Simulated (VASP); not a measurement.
# CdTe (F-43m) in VASP: a series of runs, part 2 of 2

VASP 6.6.1. Earlier steps stand in the parts before.

## 4. Relaxation of cell and atoms, revPBE+D4

Contents of INCAR:

```
ALGO = Normal
EDIFF = 1E-6
EDIFFG = -0.01
ENCUT = 600
GGA = RE
IBRION = 2
ISIF = 3
ISMEAR = -1
IVDW = 13
LASPH = T
LCHARG = F
LREAL = F
LWAVE = F
NELM = 100
NSW = 60
PREC = Accurate
SIGMA = 0.05
```

Contents of KPOINTS:

```
k-points
0
Gamma
  7 7 7
```

Contents of POSCAR:

```
CdTe
1.0
    0.0000000000      3.2050000000      3.2050000000
    3.2050000000      0.0000000000      3.2050000000
    3.2050000000      3.2050000000      0.0000000000
Te Cd
1 1
Direct
    0.7500000000      0.7500000000      0.7500000000
    0.0000000000      0.0000000000      0.0000000000
```

Potentials or basis: VASP PAW PBE potentials, release 64 (Te, Cd).

Run with:

```
> cat potpaw_PBE.64/Te/POTCAR potpaw_PBE.64/Cd/POTCAR > POTCAR
> mpirun -np 1 vasp_std > vasp.out
```

OUTCAR:

```text
EDIFF = 1E-6
   EDIFFG = -0.01
   ENCUT = 600
   GGA = RE
   IBRION = 2
   ISIF = 3
   ISMEAR = -1
   IVDW = 13
   LASPH = T
   LREAL = F
   NELM = 100
   NSW = 60
   PREC = Accurate

 ion  position               nearest neighbor table
   1  0.750  0.750  0.750-   2 2.78   2 2.78   2 2.78   2 2.78
   2  0.000  0.000  0.000-   1 2.78   1 2.78   1 2.78   1 2.78

  LATTYP: Found a face centered cubic cell.
 ALAT       =     6.4100000000

  Lattice vectors:

 A1 = (   0.0000000000,   3.2050000000,   3.2050000000)
 A2 = (   3.2050000000,   0.0000000000,   3.2050000000)
 A3 = (   3.2050000000,   3.2050000000,   0.0000000000)

Analysis of symmetry for initial positions (statically):
=====================================================================
 Subroutine PRICEL returns:
 Original cell was already a primitive cell.

 Routine SETGRP: Setting up the symmetry group for a
 face centered cubic supercell.

 Subroutine GETGRP returns: Found 24 space group operations
 (whereof 24 operations were pure point group operations)
 out of a pool of 48 trial point group operations.

The static configuration has the point symmetry T_d .

Analysis of symmetry for dynamics (positions and initial velocities):
=====================================================================
 Subroutine PRICEL returns:
 Original cell was already a primitive cell.

 Routine SETGRP: Setting up the symmetry group for a
 face centered cubic supercell.

 Subroutine GETGRP returns: Found 24 space group operations
 (whereof 24 operations were pure point group operations)
 out of a pool of 48 trial point group operations.

The dynamic configuration has the point symmetry T_d .

 Subroutine INISYM returns: Found 24 space group operations
 (whereof 24 operations are pure point group operations),
 and found     1 'primitive' translations

----------------------------------------------------------------------------------------

                                     Primitive cell

  volume of cell :      65.8437

  direct lattice vectors                    reciprocal lattice vectors
[... 84 lines left out ...]
   EDIFFG = -.1E-01   stopping-criterion for IOM
   NSW    =     60    number of steps for IOM
   IBRION =      2    ionic relax: 0-MD 1-quasi-New 2-CG
   NFREE  =      1    steps in history (QN), initial steepest desc. (CG)
   ISIF   =      3    stress and relaxation
   ISYM   =      2    0-nonsym 1-usesym 2-fastsym
   POTIM  = 0.5000    time-step for ionic-motion
   TEBEG  =    0.0;   TEEND  =   0.0 temperature during run
   PSTRESS=    0.0 pullay stress
   NELECT =      18.0000    total number of electrons
   NUPDOWN=      -1.0000    fix difference up-down
   EMIN   =  10.00;   EMAX   =-10.00  energy-range for DOS
   EFERMI =   0.00;   METHOD = LEGACY
   ISMEAR =    -1;   SIGMA  =   0.05  broadening in eV -4-tet -1-fermi 0-gaus
   EFERMI_NEDOS =   21; number of points for ismear=-14 and -15
   IALGO  =     38    algorithm
   IMIX   =      4    mixing-type and parameters
     AMIX     =   0.40;   BMIX     =  1.00
     AMIX_MAG =   1.60;   BMIX_MAG =  1.00
  volume/ion in A,a.u.               =      32.92       222.17
  Fermi-wavevector in a.u.,A,eV,Ry     =   1.062497  2.007828 15.359610  1.128899
  Thomas-Fermi vector in A             =   2.197950
   LORBIT       =      0    0 simple, 1 ext, 2 COOP (PROOUT), +10 PAW based schemes
   GGA     = RE    functional components
   LHFCALC =     F    Hartree Fock is set to
   AEXX    =    0.0000 exact exchange contribution
   IVDW    =    13    specifies the selected vdW correction
   LEPSILON=     F    determine dielectric tensor
   LRPA    =     F    only Hartree local field effects (RPA)
 conjugate gradient relaxation of ions
 non-spin polarized calculation
  energy-cutoff  :      600.00
  volume of cell :       65.84
 maximum number of plane-waves:      2213
   NGX = 19   NGY = 19   NGZ = 19

--------------------------------------- Ionic step        1  -------------------------------------------

 number of electron      17.9999995 magnetization

 Free energy of the ion-electron system (eV)
  ---------------------------------------------------
  ext. energy  EPLUGINS =         0.00000000
  ---------------------------------------------------
  free energy    TOTEN  =        -4.11692334 eV

  energy without entropy =       -4.11692269  energy(sigma->0) =       -4.11692301

------------------------ aborting loop because EDIFF is reached ----------------------------------------

  DFT-D4 for vdW energy calculation

  Edisp (eV):   -1.17949
[... 71 lines left out ...]
--------------------------------------- Ionic step        3  -------------------------------------------

 number of electron      18.0000001 magnetization

 Free energy of the ion-electron system (eV)
  ---------------------------------------------------
  ext. energy  EPLUGINS =         0.00000000
  ---------------------------------------------------
  free energy    TOTEN  =        -4.20714045 eV

  energy without entropy =       -4.20713781  energy(sigma->0) =       -4.20713913

 E-fermi :   2.7290     XC(G=0):  -8.3442

 val. band max:        2.2808492997   @ k =   0.0000   0.0000   0.0000
 cond. band min:       3.1120764910   @ k =   0.0000   0.0000   0.0000
 fundamental gap:      0.8312271912
 Fermi energy:         2.7289646469

 k-point     1 :       0.0000    0.0000    0.0000
  band No.  band energies     occupation
      1      -8.7645      2.00000
      2      -5.9546      2.00000
      3      -5.9546      2.00000
      4      -5.9546      2.00000
      5      -5.7081      2.00000
      6      -5.7081      2.00000
      7       2.2808      1.99974
      8       2.2808      1.99974
      9       2.2808      1.99974
     10       3.1121      0.00094
     11       6.9387      0.00000
     12       6.9387      0.00000
     13       6.9387      0.00000
[... 335 lines left out ...]
  FREE ENERGIE OF THE ION-ELECTRON SYSTEM (eV)
  ---------------------------------------------------
  free  energy   TOTEN  =        -5.3185592425 eV

  energy  without entropy=       -5.3185566010  energy(sigma->0) =       -5.31855792

 reached required accuracy - stopping structural energy minimisation
```

OSZICAR:

```text
N       E                     dE             d eps       ncg     rms          rms(c)
DAV:   1     0.114170071092E+03    0.11417E+03   -0.91617E+03   520   0.135E+03
DAV:   2     0.255578089756E+00   -0.11391E+03   -0.10924E+03   575   0.294E+02
DAV:   3    -0.428614268623E+01   -0.45417E+01   -0.45314E+01   640   0.613E+01
[... 25 lines left out ...]
DAV:   3    -0.420761743444E+01    0.36815E-02   -0.90804E-03   550   0.103E+00    0.391E-01
DAV:   4    -0.420714298916E+01    0.47445E-03   -0.10182E-03   560   0.268E-01    0.713E-02
DAV:   5    -0.420713103703E+01    0.11952E-04   -0.11791E-04   560   0.143E-01    0.518E-02
DAV:   6    -0.420714117365E+01   -0.10137E-04   -0.35439E-05   568   0.629E-02    0.147E-02
DAV:   7    -0.420714045128E+01    0.72237E-06   -0.23537E-06   520   0.186E-02
   3 F= -.53185592E+01 E0= -.53185579E+01  d E =-.221428E-01
```

It took 20 s on 1 thread of Intel Xeon 6975P-C (Granite Rapids), shared host; peak memory 0.23 GiB.

What came out:

```
Free energy                            : -5.3186 eV
Relaxed volume                         : 34.60 Å³/atom
Relaxed cell                           : a = 4.608 Å, b = 4.608 Å, c = 4.608 Å, α = 60.00°, β = 60.00°, γ = 60.00°
Space group after relaxing (to 0.05 Å) : F-43m (No. 216)
Energy gained by relaxing              : 11.1 meV/atom
Ionic steps                            : 3
Pressure after relaxing                : 0.0 GPa
Band gap on the k mesh                 : 0.83 eV, direct
Dispersion energy per atom             : -0.556 eV
```

The path:
```
step  energy change (eV)  largest force (eV/Å)  pressure (GPa)  volume (Å³)
   1              0.0000                0.0000            2.22        65.84
   2             -0.0202                0.0000           -0.56        70.28
   3             -0.0221                0.0000            0.00        69.21
```

Final structure:
```xyz
2
Lattice="0.0000 3.2587 3.2587 3.2587 0.0000 3.2587 3.2587 3.2587 0.0000" Properties=species:S:1:pos:R:3 pbc="T T T"
Te    4.8880    4.8880    4.8880
Cd    0.0000    0.0000    0.0000
```

Levels at points of the mesh, in eV from the valence-band top:
| k point | band 6 | band 7 | band 8 | band 9 | band 10 | band 11 | band 12 | band 13 |
| --- | --- | --- | --- | --- | --- | --- | --- | --- |
| (0.00, 0.00, 0.00) | -7.99 | 0.00 | 0.00 | 0.00 | 0.83 | 4.66 | 4.66 | 4.66 |

Caveat: the PAW data sets were made with another functional, which shifts forces and pressure a little; spin-orbit coupling is left out, which moves the levels of the heavy elements. Zero-point motion and thermal expansion aren't in these numbers.

## 5. Single point, LDA

This run uses another cell than the first one, of 24.16 Å³/atom, 0.734 times its volume.

Contents of INCAR:

```
SYSTEM = CdTe
PREC = Accurate
ENCUT = 520
EDIFF = 1E-7
ISMEAR = -1
SIGMA = 0.05
LREAL = .False.
LASPH = .True.
NELM = 100
ALGO = Normal
ISIF = 2
LWAVE = .False.
LCHARG = .True.
GGA = CA
LELF = .True.
LVHAR = .True.
NBANDS = 16
```

Contents of KPOINTS:

```
Automatic mesh
0
Gamma
  7 7 7
  0 0 0
```

Contents of POSCAR:

```
CdTe
1.0
    0.0000000000      2.8907805963      2.8907805963
    2.8907805963      0.0000000000      2.8907805963
    2.8907805963      2.8907805963      0.0000000000
Te Cd
1 1
Direct
    0.7500000000      0.7500000000      0.7500000000
    0.0000000000      0.0000000000      0.0000000000
```

Potentials or basis: VASP PAW LDA potentials, release 64 (Te, Cd).

Run with:

```
> cat potpaw_LDA.64/Te/POTCAR potpaw_LDA.64/Cd/POTCAR > POTCAR
> mpirun -np 1 vasp_std > vasp.out
```

OUTCAR:

```text
SYSTEM = CdTe
   PREC = Accurate
   ENCUT = 520
   EDIFF = 1E-7
   ISMEAR = -1
   LREAL = .False.
   LASPH = .True.
   NELM = 100
   ISIF = 2
   GGA = CA

 ion  position               nearest neighbor table
   1  0.750  0.750  0.750-   2 2.50   2 2.50   2 2.50   2 2.50
   2  0.000  0.000  0.000-   1 2.50   1 2.50   1 2.50   1 2.50

  LATTYP: Found a face centered cubic cell.
 ALAT       =     5.7815611926

  Lattice vectors:

 A1 = (   0.0000000000,   2.8907805963,   2.8907805963)
 A2 = (   2.8907805963,   0.0000000000,   2.8907805963)
 A3 = (   2.8907805963,   2.8907805963,   0.0000000000)

Analysis of symmetry for initial positions (statically):
=====================================================================
 Subroutine PRICEL returns:
 Original cell was already a primitive cell.

 Routine SETGRP: Setting up the symmetry group for a
 face centered cubic supercell.

 Subroutine GETGRP returns: Found 24 space group operations
 (whereof 24 operations were pure point group operations)
[... 154 lines left out ...]
  free energy    TOTEN  =        -4.77718512 eV

  energy without entropy =       -4.77718511  energy(sigma->0) =       -4.77718512

 E-fermi :   6.8784     XC(G=0): -10.5047

 val. band max:        6.1332750550   @ k =   0.0000   0.0000   0.0000
 cond. band min:       7.6600128587   @ k =   0.4286   0.4286   0.0000
 fundamental gap:      1.5267378037
 Fermi energy:         6.8783603343

 k-point     1 :       0.0000    0.0000    0.0000
  band No.  band energies     occupation
      1      -7.7736      2.00000
      2      -4.1012      2.00000
      3      -4.1012      2.00000
      4      -4.1012      2.00000
      5      -3.4932      2.00000
      6      -3.4932      2.00000
[... 357 lines left out ...]
      3      -3.7942      2.00000
      4      -3.5797      2.00000
      5      -3.5098      2.00000
      6      -2.2917      2.00000
[... 8 lines left out ...]
     15      17.0781      0.00000
     16      19.4959      0.00000

------------------------ aborting loop because EDIFF is reached ----------------------------------------

  FORCE on cell =-STRESS in cart. coord.  units (eV):
  Direction    XX          YY          ZZ          XY          YZ          ZX
  --------------------------------------------------------------------------------------
  -------------------------------------------------------------------------------------
  Total        9.2987900      9.2987900      9.2987900      0.0000000      0.0000000      0.0000000
  in kB      308.3625548    308.3625548    308.3625548      0.0000000      0.0000000      0.0000000
  external PRESSURE =     308.3625548 kB  Pullay stress =       0.0000000 kB

 VOLUME and BASIS-vectors are now :
 -----------------------------------------------------------------------------
  energy-cutoff  :      520.00
  volume of cell :       48.31
      direct lattice vectors                 reciprocal lattice vectors
     0.000000000  2.890780596  2.890780596    -0.172963663  0.172963663  0.172963663
     2.890780596  0.000000000  2.890780596     0.172963663 -0.172963663  0.172963663
     2.890780596  2.890780596  0.000000000     0.172963663  0.172963663 -0.172963663

 POSITION                                       TOTAL-FORCE (eV/Angst)
 -----------------------------------------------------------------------------------
      4.33617      4.33617      4.33617         0.000000      0.000000      0.000000
      0.00000      0.00000      0.00000        -0.000000     -0.000000     -0.000000
 -----------------------------------------------------------------------------------
    total drift:                               -0.000000     -0.000000     -0.000000

  FREE ENERGIE OF THE ION-ELECTRON SYSTEM (eV)
  ---------------------------------------------------
  free  energy   TOTEN  =        -4.7771851244 eV

  energy  without entropy=       -4.7771851148  energy(sigma->0) =       -4.77718512
```

OSZICAR:

```text
N       E                     dE             d eps       ncg     rms          rms(c)
DAV:   1     0.107683850075E+03    0.10768E+03   -0.87114E+03   664   0.101E+03
DAV:   2    -0.182954108077E+01   -0.10951E+03   -0.10468E+03   792   0.253E+02
DAV:   3    -0.506753372578E+01   -0.32380E+01   -0.32346E+01   784   0.451E+01
DAV:   4    -0.509310324469E+01   -0.25570E-01   -0.25569E-01   896   0.374E+00
DAV:   5    -0.509327091024E+01   -0.16767E-03   -0.16766E-03   824   0.227E-01    0.121E+01
DAV:   6    -0.481711622091E+01    0.27615E+00   -0.42855E-01   848   0.106E+01    0.868E+00
DAV:   7    -0.477974308545E+01    0.37373E-01   -0.17347E-01   784   0.310E+00    0.209E+00
DAV:   8    -0.477757758432E+01    0.21655E-02   -0.20077E-02   720   0.190E+00    0.723E-01
DAV:   9    -0.477720197472E+01    0.37561E-03   -0.15833E-03   800   0.381E-01    0.247E-01
DAV:  10    -0.477718899690E+01    0.12978E-04   -0.13136E-04   776   0.821E-02    0.814E-02
DAV:  11    -0.477718534908E+01    0.36478E-05   -0.25932E-05   808   0.582E-02    0.192E-02
DAV:  12    -0.477718508549E+01    0.26359E-06   -0.20703E-06   800   0.179E-02    0.917E-03
DAV:  13    -0.477718512437E+01   -0.38885E-07   -0.18394E-07   768   0.327E-03
   1 F= -.47771851E+01 E0= -.47771851E+01  d E =-.960063E-08
```

stdout:

```text
POSCAR found type information on POSCAR TeCd
 POSCAR found :  2 types and       2 ions
 scaLAPACK will be used
 LDA part: xc-table for (Slater(with rela. corr.)+CA(PZ))
 , standard interpolation
 POSCAR, INCAR and KPOINTS ok, starting setup
 FFT: planning ... GRIDC
 FFT: planning ... GRID_SOFT
 FFT: planning ... GRID
 WAVECAR not read
 entering main loop
```

It took 18 s on 1 thread of AMD EPYC 7R43 (Zen 3), shared host; peak memory 0.12 GiB.

What came out:

```yaml
Free_energy: -4.7772 eV
Pressure: 30.8 GPa
Band_gap_on_the_k_mesh: 1.53 eV, indirect (least direct gap 1.62 eV)
```

Caveat: spin-orbit coupling is left out, which moves the levels of the heavy elements. LDA gaps usually lie below the measured ones, often by a third to a half.

## 6. The runs side by side

| task | level | potentials or basis | cell | cutoff (eV) | gap on the mesh (eV) | pressure (GPa) | relaxed volume (Å³/atom) |
| --- | --- | --- | --- | --- | --- | --- | --- |
| relaxation of cell and atoms | RPBE+D4 | VASP PAW PBE potentials, release 64 (Te, Cd) | relaxed from a = 4.533 Å, angles 60.0°, 2 atoms | 600 | 0.86 | 0.0 | 34.67 |
| relaxation of cell and atoms | revPBE+D3(BJ) | VASP PAW PBE potentials, release 64 (Te, Cd) | relaxed from a = 4.533 Å, angles 60.0°, 2 atoms | 600 | 0.87 | 0.0 | 34.21 |
| relaxation of cell and atoms | revPBE+D4 | VASP PAW PBE potentials, release 64 (Te, Cd) | relaxed from a = 4.533 Å, angles 60.0°, 2 atoms | 600 | 0.83 | 0.0 | 34.60 |
| single point | LDA | VASP PAW LDA potentials, release 64 (Te, Cd) | a = 4.088 Å, angles 60.0°, 2 atoms | 520 | 1.53 | 30.8 | - |

Alike in all rows: no spin polarisation; k mesh 7 × 7 × 7; smearing fermi-dirac 0.05 eV.

Caveats: spin-orbit coupling is left out, which moves the levels of the heavy elements; the PAW data sets were made with another functional, which shifts forces and pressure a little (some runs).

Absolute energies hang on the potentials; compare differences alone.
